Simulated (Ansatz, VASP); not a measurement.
One calculation of ZnO, two programs

The input POSCAR:

```
ZnO
1.0
    0.0000000000      2.1337703963      2.2167740647
    2.1337703963      0.0000000000      2.2167740647
    2.1337703963      2.1337703963      0.0000000000
Zn O
1 1
Direct
    0.0000000000      0.0000000000      0.0000000000
    0.5000000000      0.5000000000      0.5000000000
```

Contents of INCAR.step1:

```
SYSTEM = ZnO
PREC = Accurate
ENCUT = 520
ISMEAR = 0
SIGMA = 0.01
LREAL = .False.
LASPH = .True.
NELM = 80
NBANDS = 16
GGA = PE
ALGO = Normal
EDIFF = 1E-4
LWAVE = .True.
LCHARG = .False.
```

Contents of INCAR.step2:

```
SYSTEM = ZnO
PREC = Accurate
ENCUT = 520
EDIFF = 1E-6
ISMEAR = 0
SIGMA = 0.01
LREAL = .False.
LASPH = .True.
NELM = 80
ALGO = Normal
ISIF = 2
LWAVE = .False.
LCHARG = .False.
METAGGA = R2SCAN
LMIXTAU = .True.
NBANDS = 16
ISTART = 1
```

KPOINTS

```
Automatic mesh
0
Gamma
  10 10 10
  0 0 0
```

Input for Ansatz:

```yaml
crystal:
  lattice:
    - [0.0, 2.1337703963, 2.2167740647]
    - [2.1337703963, 0.0, 2.2167740647]
    - [2.1337703963, 2.1337703963, 0.0]
  atoms:
    - { symbol: Zn, position: [0.0, 0.0, 0.0] }
    - { symbol: O, position: [0.5, 0.5, 0.5] }
kpoints:
  mp_grid: { grid: [10, 10, 10] }
  band_path:
    path:
      - [0.0, 0.0, 0.0]
      - [0.5, 0.0, 0.5]
      - [0.625, 0.25, 0.625]
      - [0.375, 0.375, 0.75]
      - [0.5, 0.5, 0.5]
      - [0.5, 0.25, 0.75]
    npoints: 1
hamiltonian:
  xc: r2scan
scf:
  occupations: { method: fixed }
  n_extra_bands: 4
output:
  forces: true
  stress: true
  eigenvalues: true
```

Change from the starting cell: uniaxial_z strain +3.9%.

Alike in both runs: task single point; functional r2SCAN; k mesh 10 × 10 × 10; no spin polarisation.

|  | VASP | Ansatz |
| --- | --- | --- |
| version | VASP 6.6.1 | Ansatz 0.2.0 |
| potentials or method | VASP PAW PBE potentials, release 64 (Zn, O) | plane waves, PAW |
| plane-wave cutoff (eV) | 520 | 500 |
| occupations | gaussian, width 0.01 eV | fixed |
| valence electrons in the cell | 18 | 18 |

```tsv
	VASP	Ansatz	Ansatz less VASP
gap on the k mesh at the Fermi level (eV)	1.26	1.28	+0.019
pressure (GPa)	-5.1	-6.4	-1.33
traceless stress, the component that is largest in VASP (GPa)	-1.93	-1.71	+0.226
```

VASP's potentials were made for PBE, not for r2SCAN.
